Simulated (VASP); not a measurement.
# CdS (Pmmn) in VASP: notebook, part 2 of 2

VASP 6.6.1. The steps go on from the part before.

### Step 4. Single point, LDA

This run uses another cell than the first one, of 22.51 Å³/atom.

Input file INCAR:

```
SYSTEM = CdS
ALGO = Normal
EDIFF = 1E-6
ENCUT = 500
GGA = CA
GGA_COMPAT = .False.
ISIF = 2
ISMEAR = -1
LASPH = .True.
LCHARG = .True.
LELF = .True.
LREAL = .False.
LVHAR = .True.
LWAVE = .False.
NBANDS = 26
NELM = 120
PREC = Accurate
SIGMA = 0.1
```

Input file KPOINTS:

```
k-points
0
Gamma
  6 4 6
  0 0 0
```

Input file POSCAR:

```
CdS
1.0
    3.9935570870      0.0000000000      0.0000000000
    0.0000000000      5.6459713425      0.0000000000
    0.0000000000      0.0000000000      3.9932169863
Cd S
2 2
Direct
    0.5000000000      0.5000000000      0.2430260000
    0.0000000000      0.0000000000      0.7569740000
    0.5000000000      0.0000000000      0.2551630000
    0.0000000000      0.5000000000      0.7448370000
```

On the command line:

```bash
$ cat potpaw_LDA.64/Cd/POTCAR potpaw_LDA.64/S/POTCAR > POTCAR
$ mpirun -np 1 vasp_std > vasp.out
```

Run time: 46 s. Hardware: 1 thread of AMD EPYC 9R45 (Zen 5), shared host; peak memory 0.18 GiB.

The run converged. Its results:

| Property | Result |
| --- | --- |
| Free energy | -14.0521 eV |
| Pressure | -10.1 GPa |
| Largest force | 0.043 eV/Å |
| Band gap on the k mesh | 0.01 eV |

Forces in eV/Å, atoms in the order of the input:
```
Cd   0.000  0.000  0.015
Cd   0.000  0.000 -0.015
S    0.000  0.000 -0.043
S    0.000  0.000  0.043
```

Levels at points of the mesh, in eV from the valence-band top:
| k point | band 16 | band 17 | band 18 | band 19 | band 20 | band 21 |
| --- | --- | --- | --- | --- | --- | --- |
| (0.00, 0.00, 0.00) | -0.58 | -0.57 | -0.57 | 0.01 | 0.30 | 6.06 |
| (0.50, 0.00, 0.00) | -2.00 | -0.12 | -0.12 | 4.09 | 4.09 | 4.88 |
| (0.00, 0.50, 0.00) | -1.17 | -1.17 | -1.17 | 2.62 | 2.62 | 6.10 |
| (0.50, 0.50, 0.00) | 0.00 | 0.00 | 0.00 | 3.38 | 3.38 | 5.74 |
| (0.00, 0.00, 0.50) | -2.00 | -0.13 | -0.11 | 4.09 | 4.09 | 4.88 |
| (0.50, 0.00, 0.50) | -1.81 | -1.81 | -1.81 | 0.01 | 0.01 | 6.05 |
| (0.00, 0.50, 0.50) | 0.00 | 0.00 | 0.00 | 3.38 | 3.38 | 5.76 |
| (0.50, 0.50, 0.50) | -2.80 | -2.64 | -2.64 | 2.96 | 2.96 | 6.31 |

Caveat: the cell stands under tension; the smearing spreads over this small gap; semilocal functionals underestimate gaps, and a narrow one can read as zero. A k mesh can miss the band edges.

### Step 5. Single point, LDA

This run uses another cell than the first one, of 23.03 Å³/atom.

Input file INCAR:

```
ALGO = Normal ; EDIFF = 1E-6
ENCUT = 500 ; GGA = CA
GGA_COMPAT = F ; ISIF = 2
ISMEAR = -1 ; LASPH = T
LCHARG = F ; LREAL = F
LWAVE = F ; NBANDS = 26
NELM = 120 ; PREC = Accurate
SIGMA = 0.1
```

Input file KPOINTS:

```
k-points
0
Gamma
  6 4 6
```

Input file POSCAR:

```
CdS
1.0
    4.0242779642      0.0000000000      0.0000000000
    0.0000000000      5.6894035981      0.0000000000
    0.0000000000      0.0000000000      4.0239352472
Cd S
2 2
Direct
    0.5000000000      0.5000000000      0.2430260000
    0.0000000000      0.0000000000      0.7569740000
    0.5000000000      0.0000000000      0.2551630000
    0.0000000000      0.5000000000      0.7448370000
```

Potentials or basis: VASP PAW LDA potentials, release 64 (Cd, S).

On the command line:

```bash
$ cat potpaw_LDA.64/Cd/POTCAR potpaw_LDA.64/S/POTCAR > POTCAR
$ mpirun -np 1 vasp_std > vasp.out
```

OUTCAR:

```text
EDIFF = 1E-6
   ENCUT = 500
   GGA = CA
   ISIF = 2
   ISMEAR = -1
   LASPH = T
   LREAL = F
   NELM = 120
   PREC = Accurate

 ion  position               nearest neighbor table
   1  0.500  0.500  0.243-   4 2.84   4 2.84   3 2.85   3 2.85   4 2.85   4 2.85
   2  0.000  0.000  0.757-   3 2.84   3 2.84   4 2.85   4 2.85   3 2.85   3 2.85
   3  0.500  0.000  0.255-   2 2.84   2 2.84   1 2.85   1 2.85   2 2.85   2 2.85
   4  0.000  0.500  0.745-   1 2.84   1 2.84   2 2.85   2 2.85   1 2.85   1 2.85
[... 900 lines left out ...]
  Direction    XX          YY          ZZ          XY          YZ          ZX
  --------------------------------------------------------------------------------------
  -------------------------------------------------------------------------------------
  Total       -6.2409432     -6.2671490     -6.2404205      0.0000000      0.0000000      0.0000000
  in kB     -108.5313278   -108.9870522   -108.5222376      0.0000000      0.0000000      0.0000000
  external PRESSURE =    -108.6802059 kB  Pullay stress =       0.0000000 kB

 VOLUME and BASIS-vectors are now :
 -----------------------------------------------------------------------------
  energy-cutoff  :      500.00
  volume of cell :       92.13
      direct lattice vectors                 reciprocal lattice vectors
     4.024277964  0.000000000  0.000000000     0.248491781  0.000000000  0.000000000
     0.000000000  5.689403598  0.000000000     0.000000000  0.175765347  0.000000000
     0.000000000  0.000000000  4.023935247     0.000000000  0.000000000  0.248512945

 POSITION                                       TOTAL-FORCE (eV/Angst)
 -----------------------------------------------------------------------------------
      2.01214      2.84470      0.97792         0.000000      0.000000      0.013513
      0.00000      0.00000      3.04601         0.000000      0.000000     -0.013513
      2.01214      0.00000      1.02676         0.000000      0.000000     -0.045486
      0.00000      2.84470      2.99718         0.000000      0.000000      0.045486
 -----------------------------------------------------------------------------------
    total drift:                                0.000000      0.000000      0.000000

  FREE ENERGIE OF THE ION-ELECTRON SYSTEM (eV)
  ---------------------------------------------------
  free  energy   TOTEN  =       -13.9157080924 eV

  energy  without entropy=      -13.8949597360  energy(sigma->0) =      -13.90533391
```

OSZICAR:

```text
N       E                     dE             d eps       ncg     rms          rms(c)
DAV:   1     0.237207760754E+03    0.23721E+03   -0.17095E+04  2496   0.125E+03
DAV:   2    -0.200961280355E+01   -0.23922E+03   -0.22971E+03  2750   0.317E+02
DAV:   3    -0.149526802644E+02   -0.12943E+02   -0.12815E+02  2962   0.736E+01
DAV:   4    -0.150763950095E+02   -0.12371E+00   -0.12359E+00  2760   0.677E+00
DAV:   5    -0.150779360993E+02   -0.15411E-02   -0.15410E-02  2868   0.782E-01    0.811E+00
DAV:   6    -0.139697996489E+02    0.11081E+01   -0.20014E+00  2884   0.133E+01    0.706E+00
DAV:   7    -0.139331362284E+02    0.36663E-01   -0.37372E-01  2566   0.353E+00    0.381E+00
DAV:   8    -0.139177584917E+02    0.15378E-01   -0.46640E-02  2578   0.189E+00    0.256E-01
DAV:   9    -0.139156608955E+02    0.20976E-02   -0.65046E-03  2918   0.793E-01    0.886E-02
DAV:  10    -0.139157046428E+02   -0.43747E-04   -0.56614E-04  2690   0.163E-01    0.582E-02
DAV:  11    -0.139157112538E+02   -0.66111E-05   -0.21658E-05  2828   0.274E-02    0.368E-02
DAV:  12    -0.139157081164E+02    0.31375E-05   -0.13407E-05  2606   0.179E-02    0.706E-03
DAV:  13    -0.139157080924E+02    0.23937E-07   -0.12353E-06  1728   0.685E-03
   1 F= -.13915708E+02 E0= -.13905334E+02  d E =-.207484E-01
```

Run time: 48 s. Hardware: 1 thread of AMD EPYC 9R45 (Zen 5), shared host; peak memory 0.19 GiB.

Results:

```yaml
Free_energy: -13.9157 eV
Pressure: -10.9 GPa
Largest_force: 0.045 eV/Å
Band_gap_on_the_k_mesh: 0.01 eV
```

Forces in eV/Å, atoms in the order of the input:
```
Cd   0.000  0.000  0.014
Cd   0.000  0.000 -0.014
S    0.000  0.000 -0.045
S    0.000  0.000  0.045
```

Caveat: the cell stands under tension; the smearing spreads over this small gap; semilocal functionals underestimate gaps, and a narrow one can read as zero.

### Step 6. Summary

```csv
cell,gap on the mesh (eV),pressure (GPa),largest force (eV/Å)
"a = 3.931, b = 5.557 Å, 4 atoms",0.02,-7.9,0.04
"a = 3.962, b = 5.602 Å, 4 atoms",0.01,-9.1,0.04
"a = 3.994, b = 5.646 Å, 4 atoms",0.01,-10.1,0.04
"a = 4.024, b = 5.689 Å, 4 atoms",0.01,-10.9,0.05
```

Alike in all rows: task single point; level LDA; potentials or basis VASP PAW LDA potentials, release 64 (Cd, S); no spin polarisation; k mesh 6 × 4 × 6; cutoff (eV) 500; smearing fermi-dirac 0.1 eV.

Caveats: the cell stands under tension; the smearing spreads over this small gap; semilocal functionals underestimate gaps, and a narrow one can read as zero.

Total energies depend on the potentials used, so only differences within one code and one set of settings carry meaning.
